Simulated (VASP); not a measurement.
A run of VASP 6.6.1 is set up as follows.

The input INCAR:

```
AGGAC = 1.0
AGGAX = 1.0
ALDAC = 0.0
ALDAX = 1.0
ALGO = Normal
EDIFF = 1E-6
EDIFFG = -0.01
ENCUT = 600
GGA = B5
IBRION = 2
ISIF = 3
ISMEAR = -1
LASPH = True
LCHARG = False
LREAL = False
LWAVE = False
NELM = 80
NSW = 80
PREC = Accurate
SIGMA = 0.1
```

The input KPOINTS:

```
k-points
0
Gamma
  13 13 13
```

POSCAR

```
Ge
1.0
    0.0000000000      2.1267354152      2.1267354152
    2.1267354152      0.0000000000      2.1267354152
    2.1267354152      2.1267354152      0.0000000000
Ge
1
Direct
    0.0000000000      0.0000000000      0.0000000000
```

Potentials or basis: VASP PAW PBE potentials, release 64 (Ge_d).

Launch:

```bash
$ cat potpaw_PBE.64/Ge_d/POTCAR > POTCAR
$ mpirun -np 1 vasp_std > vasp.out
```

(1) Estimate the relaxed volume.

(2) Predict the space group after relaxing (to 0.05 Å).

(3) What does it give for the band gap on the k mesh?

(4) Predict the relaxed cell.

Results:

(1) 21.84 Å³/atom.

(2) Fm-3m (No. 225).

(3) zero (band 7 reaches 13.16 eV, above the bottom of band 8 at 3.87 eV).

(4) a = 3.137 Å, b = 3.137 Å, c = 3.137 Å, α = 60.00°, β = 60.00°, γ = 60.00°.

Caveat: the PAW data sets were made with another functional, which shifts forces and pressure a little.
